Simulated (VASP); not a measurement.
# Li in VASP: further runs

The runs below take Li through single point, with PBE.

Everything below comes from runs of VASP 6.6.1. Logs are shortened: lines on timing, memory, paths and dates and some standing lists are left out, and cuts for length are marked.

### 1 The cell of the first run

The structure is tetragonal, space group I4/mmm (No. 139). Conventional cell: a = 3.554 Å, b = 3.554 Å, c = 3.395 Å, α = 90.00°, β = 90.00°, γ = 90.00°. Within 4.0 Å of Li (site symmetry 4/mmm) lie 14 Li at 3.03 to 3.55 Å.

### 2 Single point, PBE (z stretched by -3 % at fixed volume)

The input, INCAR:

```
ALGO = Normal ; EDIFF = 1E-6
ENCUT = 520 ; GGA = PE
ISIF = 2 ; ISMEAR = -1
LASPH = True ; LCHARG = False
LREAL = False ; LWAVE = False
NBANDS = 8 ; NELM = 100
PREC = Accurate ; SIGMA = 0.05
```

The input, KPOINTS:

```
k-points
0
Gamma
  13 13 13
```

The input, POSCAR:

```
Li
1.0
   -1.7768557889      1.7768557889      1.6975000000
    1.7768557889     -1.7768557889      1.6975000000
    1.7768557889      1.7768557889     -1.6975000000
Li
1
Direct
    0.0000000000      0.0000000000      0.0000000000
```

Potentials or basis: VASP PAW PBE potentials, release 64 (Li_sv).

Command:

```sh
> cat potpaw_PBE.64/Li_sv/POTCAR > POTCAR
> mpirun -np 1 vasp_std > vasp.out
```

OUTCAR:

```text
EDIFF = 1E-6
   ENCUT = 520
   GGA = PE
   ISIF = 2
   ISMEAR = -1
   LASPH = True
   LREAL = False
   NELM = 100
   PREC = Accurate

 ion  position               nearest neighbor table
   1  0.000  0.000  0.000-

  LATTYP: Found a body centered tetragonal cell.
 ALAT       =     3.5537115778
 C/A-ratio  =     0.9553392068

  Lattice vectors:

 A1 = (  -1.7768557889,   1.7768557889,   1.6975000000)
 A2 = (   1.7768557889,  -1.7768557889,   1.6975000000)
 A3 = (   1.7768557889,   1.7768557889,  -1.6975000000)

Analysis of symmetry for initial positions (statically):
=====================================================================
 Subroutine PRICEL returns:
 Original cell was already a primitive cell.

 Routine SETGRP: Setting up the symmetry group for a
 body centered tetragonal supercell.

 Subroutine GETGRP returns: Found 16 space group operations
 (whereof 16 operations were pure point group operations)
 out of a pool of 16 trial point group operations.

The static configuration has the point symmetry D_4h.

Analysis of symmetry for dynamics (positions and initial velocities):
=====================================================================
 Subroutine PRICEL returns:
 Original cell was already a primitive cell.

 Routine SETGRP: Setting up the symmetry group for a
 body centered tetragonal supercell.

 Subroutine GETGRP returns: Found 16 space group operations
 (whereof 16 operations were pure point group operations)
 out of a pool of 16 trial point group operations.

The dynamic configuration has the point symmetry D_4h.

 Subroutine INISYM returns: Found 16 space group operations
 (whereof 16 operations are pure point group operations),
 and found     1 'primitive' translations

----------------------------------------------------------------------------------------

                                     Primitive cell

  volume of cell :      21.4375

  direct lattice vectors                    reciprocal lattice vectors
    -1.776855789  1.776855789  1.697500000     0.000000000  0.281395937  0.294550810
     1.776855789 -1.776855789  1.697500000     0.281395937  0.000000000  0.294550810
     1.776855789  1.776855789 -1.697500000     0.281395937  0.281395937  0.000000000

  length of vectors
     3.032480707  3.032480707  3.032480707     0.407362066  0.407362066  0.397953951

  position of ions in fractional coordinates (direct lattice)
     0.000000000  0.000000000  0.000000000

  ion indices of the primitive-cell ions
   primitive index   ion index
                 1           1

----------------------------------------------------------------------------------------

 KPOINTS: k-points

Automatic generation of k-mesh.
 Grid dimensions read from file:
 generate k-points for:   13   13   13

 Generating k-lattice:

  Cartesian coordinates                     Fractional coordinates (reciprocal lattice)
     0.000000000  0.021645841  0.022657755     0.076923077  0.000000000 -0.000000000
     0.021645841  0.000000000  0.022657755     0.000000000  0.076923077 -0.000000000
     0.021645841  0.021645841  0.000000000     0.000000000  0.000000000  0.076923077

  Length of vectors
     0.031335544  0.031335544  0.030611842

  Shift w.r.t. Gamma in fractional coordinates (k-lattice)
     0.000000000  0.000000000  0.000000000

 Subroutine IBZKPT returns following result:
 ===========================================

 Found    196 irreducible k-points:

 Following reciprocal coordinates:
            Coordinates               Weight
  0.000000  0.000000  0.000000      1.000000
  0.076923  0.000000 -0.000000      8.000000
  0.153846  0.000000  0.000000      8.000000
  0.230769  0.000000 -0.000000      8.000000
  0.307692  0.000000  0.000000      8.000000
  0.384615  0.000000 -0.000000      8.000000
[... 16 lines left out ...]
  0.384615  0.153846 -0.000000     16.000000
  0.461538  0.153846  0.000000     16.000000
 [... further k-points ...]
   k-points           NKPTS =    196   k-points in BZ     NKDIM =    196   number of bands    NBANDS=      8
   number of dos      NEDOS =    301   number of ions     NIONS =      1
   total plane-waves  NPLWV =  13824
   dimension x,y,z NGX =    24 NGY =   24 NGZ =   24
   dimension x,y,z NGXF=    48 NGYF=   48 NGZF=   48
   ions per type =               1
   NGX,Y,Z   is equivalent  to a cutoff of  13.16, 13.16, 13.16 a.u.
   NGXF,Y,Z  is equivalent  to a cutoff of  26.31, 26.31, 26.31 a.u.
 SYSTEM =  unknown system
   PREC   = accura    normal or accurate (medium, high low for compatibility)
   ISTART =      0    job   : 0-new  1-cont  2-samecut
   ICHARG =      2    charge: 1-file 2-atom 10-const
   ISPIN  =      1    spin polarized calculation?
   LNONCOLLINEAR =      F non collinear calculations
   LSORBIT =      F    spin-orbit coupling
   LASPH  =      T    aspherical Exc in radial PAW
   ENCUT  =  520.0 eV  38.22 Ry    6.18 a.u.   5.64  5.64  5.64*2*pi/ulx,y,z
   NELM   =    100;   NELMIN=  2; NELMDL= -5     # of ELM steps
   EDIFF  = 0.1E-05   stopping-criterion for ELM
   LREAL  =      F    real-space projection
   EDIFFG = 0.1E-04   stopping-criterion for IOM
   NSW    =      0    number of steps for IOM
   IBRION =     -1    ionic relax: 0-MD 1-quasi-New 2-CG
   NFREE  =      0    steps in history (QN), initial steepest desc. (CG)
   ISIF   =      2    stress and relaxation
   ISYM   =      2    0-nonsym 1-usesym 2-fastsym
   POTIM  = 0.5000    time-step for ionic-motion
   TEBEG  =    0.0;   TEEND  =   0.0 temperature during run
   PSTRESS=    0.0 pullay stress
   NELECT =       3.0000    total number of electrons
   NUPDOWN=      -1.0000    fix difference up-down
   EMIN   =  10.00;   EMAX   =-10.00  energy-range for DOS
   EFERMI =   0.00;   METHOD = LEGACY
   ISMEAR =    -1;   SIGMA  =   0.05  broadening in eV -4-tet -1-fermi 0-gaus
   EFERMI_NEDOS =   21; number of points for ismear=-14 and -15
   IALGO  =     38    algorithm
   IMIX   =      4    mixing-type and parameters
     AMIX     =   0.40;   BMIX     =  1.00
     AMIX_MAG =   1.60;   BMIX_MAG =  1.00
  volume/ion in A,a.u.               =      21.44       144.67
  Fermi-wavevector in a.u.,A,eV,Ry     =   0.849944  1.606162  9.828924  0.722406
  Thomas-Fermi vector in A             =   1.965845
   LORBIT       =      0    0 simple, 1 ext, 2 COOP (PROOUT), +10 PAW based schemes
   GGA     = PE    functional components
   LHFCALC =     F    Hartree Fock is set to
   AEXX    =    0.0000 exact exchange contribution
   IVDW    =     0    specifies the selected vdW correction
   LEPSILON=     F    determine dielectric tensor
   LRPA    =     F    only Hartree local field effects (RPA)
 non-spin polarized calculation
  energy-cutoff  :      520.00
  volume of cell :       21.44
 maximum number of plane-waves:       591
   NGX = 11   NGY = 11   NGZ = 11

 number of electron       2.9999995 magnetization

 Free energy of the ion-electron system (eV)
  ---------------------------------------------------
  ext. energy  EPLUGINS =         0.00000000
  ---------------------------------------------------
  free energy    TOTEN  =        -1.90446137 eV

  energy without entropy =       -1.90057088  energy(sigma->0) =       -1.90251613

 E-fermi :   0.5253     XC(G=0):  -6.9092

 val. band max:        0.5115374561   @ k =  -0.2308  -0.3077   0.0769
 cond. band min:       0.5620167302   @ k =  -0.4615   0.4615   0.0769
 fundamental gap:      0.0504792741
 Fermi energy:         0.5252532711

 k-point     1 :       0.0000    0.0000    0.0000
  band No.  band energies     occupation
      1     -46.1528      2.00000
      2      -3.0135      2.00000
      3      14.3827      0.00000
      4      14.3827      0.00000
      5      14.6850      0.00000
      6      18.4627      0.00000
      7      19.5461      0.00000
      8      19.5462      0.00000

 k-point     2 :       0.0769    0.0000   -0.0000
  band No.  band energies     occupation
      1     -46.1518      2.00000
      2      -2.9020      2.00000
      3      13.8433      0.00000
      4      13.8925      0.00000
      5      14.3074      0.00000
      6      17.7519      0.00000
      7      17.7562      0.00000
      8      19.3347      0.00000

 k-point     3 :       0.1538    0.0000    0.0000
  band No.  band energies     occupation
      1     -46.1493      2.00000
      2      -2.5673      2.00000
      3      12.0164      0.00000
      4      12.8256      0.00000
      5      13.6746      0.00000
      6      16.3595      0.00000
      7      16.7191      0.00000
      8      19.1509      0.00000

 k-point     4 :       0.2308    0.0000   -0.0000
  band No.  band energies     occupation
      1     -46.1458      2.00000
      2      -2.0098      2.00000
      3       9.6276      0.00000
      4      11.8547      0.00000
      5      12.9634      0.00000
      6      15.1849      0.00000
      7      16.4442      0.00000
      8      19.5182      0.00000

 k-point     5 :       0.3077    0.0000    0.0000
  band No.  band energies     occupation
      1     -46.1420      2.00000
      2      -1.2370      2.00000
      3       7.3357      0.00000
      4      11.0821      0.00000
      5      12.3289      0.00000
      6      14.2948      0.00000
      7      16.4627      0.00000
      8      20.2789      0.00000

 k-point     6 :       0.3846    0.0000   -0.0000
  band No.  band energies     occupation
      1     -46.1389      2.00000
      2      -0.2884      2.00000
      3       5.3374      0.00000
      4      10.5539      0.00000
      5      11.8697      0.00000
      6      13.6990      0.00000
      7      16.6000      0.00000
      8      21.2655      0.00000

 k-point     7 :       0.4615    0.0000    0.0000
  band No.  band energies     occupation
      1     -46.1372      2.00000
      2       0.6225      0.25016
      3       3.8940      0.00000
      4      10.2869      0.00000
      5      11.6314      0.00000
      6      13.4007      0.00000
      7      16.7206      0.00000
      8      22.1344      0.00000

 k-point     8 :       0.0769    0.0769   -0.0000
  band No.  band energies     occupation
      1     -46.1501      2.00000
      2      -2.6739      2.00000
      3      12.9023      0.00000
      4      13.0081      0.00000
      5      13.5393      0.00000
      6      16.8860      0.00000
      7      17.0731      0.00000
      8      18.9691      0.00000

 k-point     9 :       0.1538    0.0769   -0.0000
  band No.  band energies     occupation
      1     -46.1470      2.00000
      2      -2.2221      2.00000
      3      10.7990      0.00000
      4      11.9034      0.00000
      5      12.6652      0.00000
      6      16.3842      0.00000
      7      16.5277      0.00000
      8      18.9800      0.00000

 k-point    10 :       0.2308    0.0769   -0.0000
  band No.  band energies     occupation
      1     -46.1434      2.00000
      2      -1.5494      2.00000
      3       8.4381      0.00000
      4      11.0065      0.00000
      5      11.9096      0.00000
      6      15.6905      0.00000
      7      16.4303      0.00000
      8      19.5438      0.00000
[... 78 lines left out ...]
 k-point    18 :      -0.1538    0.0769    0.0000
  band No.  band energies     occupation
      1     -46.1502      2.00000
      2      -2.6890      2.00000
      3      12.4612      0.00000
      4      13.1143      0.00000
      5      13.8090      0.00000
      6      16.9768      0.00000
      7      17.3844      0.00000
      8      19.1277      0.00000

 k-point    19 :      -0.0769    0.0769    0.0000
  band No.  band energies     occupation
      1     -46.1519      2.00000
      2      -2.9071      2.00000
      3      13.4541      0.00000
      4      14.2179      0.00000
      5      14.2893      0.00000
      6      17.7897      0.00000
      7      18.4054      0.00000
      8      19.2466      0.00000

 k-point    20 :       0.1538    0.1538    0.0000
  band No.  band energies     occupation
      1     -46.1439      2.00000
      2      -1.6533      2.00000
      3       9.3683      0.00000
      4      10.1627      0.00000
      5      11.8345      0.00000
      6      16.4559      0.00000
      7      16.8656      0.00000
      8      19.2230      0.00000

 k-point    21 :       0.2308    0.1538    0.0000
  band No.  band energies     occupation
      1     -46.1406      2.00000
      2      -0.8661      2.00000
      3       7.3109      0.00000
      4       9.1770      0.00000
      5      11.2510      0.00000
      6      16.4645      0.00000
      7      16.9469      0.00000
      8      19.9414      0.00000

 k-point    22 :       0.3077    0.1538    0.0000
  band No.  band energies     occupation
      1     -46.1379      2.00000
      2       0.1056      1.99955
      3       5.3624      0.00000
      4       8.5812      0.00000
      5      10.8642      0.00000
      6      16.2806      0.00000
      7      17.2682      0.00000
      8      20.7063      0.00000

 k-point    23 :       0.3846    0.1538   -0.0000
  band No.  band energies     occupation
      1     -46.1364      2.00000
      2       1.0532      0.00005
      3       3.9178      0.00000
      4       8.2634      0.00000
      5      10.6979      0.00000
      6      16.1139      0.00000
      7      17.7240      0.00000
      8      21.3188      0.00000

 k-point    24 :       0.4615    0.1538    0.0000
  band No.  band energies     occupation
      1     -46.1365      2.00000
      2       0.9900      0.00018
      3       3.9938      0.00000
      4       8.2166      0.00000
      5      10.7668      0.00000
      6      16.0811      0.00000
      7      17.9881      0.00000
      8      21.9427      0.00000

 [... further k-points ...]
[... 5 lines left out ...]
  --------------------------------------------------------------------------------------
  -------------------------------------------------------------------------------------
  Total       -0.1136278     -0.1136278     -0.0891421      0.0000000      0.0000000      0.0000000
  in kB       -8.4922163     -8.4922163     -6.6622228      0.0000000      0.0000000      0.0000000
  external PRESSURE =      -7.8822185 kB  Pullay stress =       0.0000000 kB

 VOLUME and BASIS-vectors are now :
 -----------------------------------------------------------------------------
  energy-cutoff  :      520.00
  volume of cell :       21.44
      direct lattice vectors                 reciprocal lattice vectors
    -1.776855789  1.776855789  1.697500000     0.000000000  0.281395937  0.294550810
     1.776855789 -1.776855789  1.697500000     0.281395937  0.000000000  0.294550810
     1.776855789  1.776855789 -1.697500000     0.281395937  0.281395937  0.000000000

 POSITION                                       TOTAL-FORCE (eV/Angst)
 -----------------------------------------------------------------------------------
      0.00000      0.00000      0.00000        -0.000000     -0.000000      0.000000
 -----------------------------------------------------------------------------------
    total drift:                                0.000000      0.000000      0.000000

  FREE ENERGIE OF THE ION-ELECTRON SYSTEM (eV)
  ---------------------------------------------------
  free  energy   TOTEN  =        -1.9044613728 eV

  energy  without entropy=       -1.9005708839  energy(sigma->0) =       -1.90251613
```

It took 8 s on 1 thread of Intel Xeon Platinum 8488C (Sapphire Rapids), shared host; peak memory 0.14 GiB.

What came out:

- Free energy: -1.9045 eV
- Band gap on the k mesh: zero (an odd number of electrons rules out a gap without spin polarisation)

Caveat: the cutoff is under 1.25 times the usual one of these potentials, so pressure, stress and relaxed cells hold a basis-set (Pulay) error.

### 3 Single point, PBE (equal xy, yz and zx shear strains of +4 %)

The input, INCAR:

```
SYSTEM = Li
PREC     = Accurate       ! precision mode
ENCUT    = 520            ! plane-wave cutoff, eV
EDIFF    = 1E-6           ! SCF threshold, eV
ISMEAR   = -1             ! smearing method
SIGMA    = 0.05           ! smearing width, eV
LREAL    = .False.        ! projectors in reciprocal space
LASPH    = .True.         ! aspherical terms in the spheres
NELM     = 100            ! most SCF steps
ALGO     = Normal         ! electronic algorithm
ISIF     = 2              ! what is computed and relaxed
LWAVE    = .False.        ! write WAVECAR
LCHARG   = .True.         ! write CHGCAR
GGA      = PE             ! functional
LELF     = .True.         ! ELF
LVHAR    = .True.       
NBANDS   = 8              ! bands
```

The input, KPOINTS:

```
regular mesh
0
Gamma
  13 13 13
  0 0 0
```

The input, POSCAR:

```
Li
1.0
   -1.6800000000      1.7500000000      1.7500000000
    1.7500000000     -1.6800000000      1.7500000000
    1.7500000000      1.7500000000     -1.6800000000
Li
1
Direct
    0.0000000000      0.0000000000      0.0000000000
```

Potentials or basis: VASP PAW PBE potentials, release 64 (Li_sv).

Command:

```sh
> cat potpaw_PBE.64/Li_sv/POTCAR > POTCAR
> mpirun -np 1 vasp_std > vasp.out
```

Run time: 10 s. Hardware: 1 thread of Intel Xeon Platinum 8488C (Sapphire Rapids), shared host; peak memory 0.15 GiB.

Results (log left out):

- Free energy: -1.9022 eV
- Band gap on the k mesh: zero (an odd number of electrons rules out a gap without spin polarisation)

Levels at points of the mesh, in eV from the Fermi level:
```
           k point  band 1  band 2  band 3  band 4  band 5  band 6
(0.00, 0.00, 0.00)  -46.67   -3.52   13.40   14.21   14.21   18.06
```

Caveat: the cell differs from its parent crystal (equal xy, yz and zx shear strains of +4 %); the cutoff is under 1.25 times the usual one of these potentials, so pressure, stress and relaxed cells hold a basis-set (Pulay) error.
